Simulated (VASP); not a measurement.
A run of VASP 6.6.1:

INCAR

```
SYSTEM = Li4Nb4O11
PREC = Accurate
ENCUT = 520
EDIFF = 1E-6
ISMEAR = 0
SIGMA = 0.05
LREAL = Auto
LASPH = .True.
NELM = 80
ALGO = Normal
ISIF = 2
LWAVE = .False.
LCHARG = .False.
GGA = PS
NBANDS = 80
NELECT = 128.0
```

Contents of KPOINTS:

```
Automatic mesh
0
Gamma
  4 4 4
  0 0 0
```

POSCAR

```
Li4Nb4O11
1.0
    5.1950821957      0.0000000000      0.0000000000
    0.0000000000      2.9993821042     -4.7271664166
    0.0000000000      5.9987642083      4.7271664167
Li Nb O
4 4 11
Direct
    0.0000000000      0.2865432153      0.3567283924
    0.5000000000      0.7865432153      0.8567283924
    0.0000000000      0.7134567847      0.6432716076
    0.5000000000      0.2134567847      0.1432716076
    0.0000000000      0.7111568631      0.1444215685
    0.5000000000      0.2111568631      0.6444215685
    0.0000000000      0.2888431369      0.8555784315
    0.5000000000      0.7888431369      0.3555784315
    0.8020967884      0.0253128181      0.7589912829
    0.3020967884      0.5253128181      0.2589912829
    0.3273039138      0.1547135204      0.8883919851
    0.3705992977      0.8526167320      0.5862951967
    0.8705992977      0.3526167320      0.0862951967
    0.1979032116      0.9746871819      0.2410087171
    0.6979032116      0.4746871819      0.7410087171
    0.1726960862      0.3452864796      0.6116080149
    0.6692339795      0.7685422212      0.1459159018
    0.6294007023      0.1473832680      0.4137048033
    0.1294007023      0.6473832680      0.9137048033
```

Potentials or basis: VASP PAW PBE potentials, release 64 (Li_sv, Nb_sv, O).

Command:

```console
$ cat potpaw_PBE.64/Li_sv/POTCAR potpaw_PBE.64/Nb_sv/POTCAR potpaw_PBE.64/O/POTCAR > POTCAR
$ mpirun -np 1 vasp_std > vasp.out
```

Hardware: 1 thread of Intel Xeon 8259CL, with other jobs on the host.

Q: Estimate the wall time of this run.

A: Wall time 36 min on 1 thread of Intel Xeon 8259CL, on a shared host, peak memory 0.55 GiB. Counts: scf iterations 17, k points 36.
